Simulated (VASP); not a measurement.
FeO: single point with PBE+U

The system is FeO.

```
Fe O
1.0
     3.22180    0.00000    0.00000
     1.60790    2.83451    0.00000
     0.14604    0.24775    5.56642
Fe O
2 2
Direct
  0.50000 0.50000 0.00000
  0.50000 0.50000 0.50000
  0.16376 0.17093 0.25570
  0.83624 0.82907 0.74430
```

* Program: VASP 6.6.1
* Task: single point
* Functional: PBE
* Potentials or basis: VASP PAW PBE potentials, release 64 (Fe, O)
* Cutoff: 520 eV
* k mesh: 10 × 10 × 6
* Occupations: gaussian, width 0.02 eV
* Spin: no spin polarisation
* Hubbard terms: Fe d U = 5.3 eV
* Dipole correction: no
* Further INCAR settings: ALGO = Normal; EDIFF = 1e-06; NBANDS = 22

```yaml
Pressure: -32.3 GPa
Largest_force: 0.201 eV/Å
Band_gap_on_the_k_mesh: 2.27 eV (least direct gap 2.28 eV)
```

Forces on the atoms (eV/Å):
```
Fe   0.000  0.000  0.000
Fe   0.000  0.000  0.000
O    0.013  0.042 -0.196
O   -0.013 -0.042  0.196
```

Stress tensor (GPa, compression positive):
```
-30.49   0.16  -0.39
  0.16 -31.20  -0.39
 -0.39  -0.39 -35.23
```

Levels at points of the mesh, in eV from the valence-band top:
```tsv
k point	band 10	band 11	band 12	band 13	band 14	band 15	band 16	band 17	band 18	band 19
(0.00, 0.00, 0.00)	-0.69	-0.36	-0.12	-0.10	-0.01	2.27	3.33	3.39	4.33	4.39
(0.50, 0.00, 0.00)	-0.87	-0.83	-0.46	-0.35	-0.30	3.32	3.54	4.45	4.60	7.17
(0.00, 0.50, 0.00)	-0.86	-0.86	-0.42	-0.38	-0.32	3.34	3.53	4.48	4.54	7.24
(0.50, 0.50, 0.00)	-0.85	-0.79	-0.46	-0.37	-0.30	3.34	3.52	4.50	4.57	7.19
(0.00, 0.00, 0.50)	-0.74	-0.54	-0.51	-0.37	-0.36	3.60	3.84	3.95	4.11	4.75
(0.50, 0.00, 0.50)	-1.01	-0.55	-0.48	-0.41	-0.37	3.70	3.91	4.00	4.13	7.27
(0.00, 0.50, 0.50)	-1.01	-0.62	-0.45	-0.41	-0.36	3.74	3.91	4.01	4.10	7.17
(0.50, 0.50, 0.50)	-0.97	-0.56	-0.48	-0.46	-0.32	3.74	3.87	3.99	4.17	7.29
```

Eigenvalues of the final occupation matrices:
```tsv
site	spin	trace	eigenvalues
site 1 d	1	3.08	0.09 0.11 0.96 0.96 0.96
site 1 d	2	3.08	0.09 0.11 0.96 0.96 0.96
site 2 d	1	3.09	0.09 0.11 0.96 0.96 0.96
site 2 d	2	3.09	0.09 0.11 0.96 0.96 0.96
```

It took 9.7 min on 1 thread of Intel Xeon 8259CL, with other jobs on the host, peak memory 0.4 GiB.

Caveat: the cell stands under tension; the run has no spin polarisation, though such a crystal can be magnetic. Spin polarisation is off, so any magnetic state and its effect on volume and gap are missing.
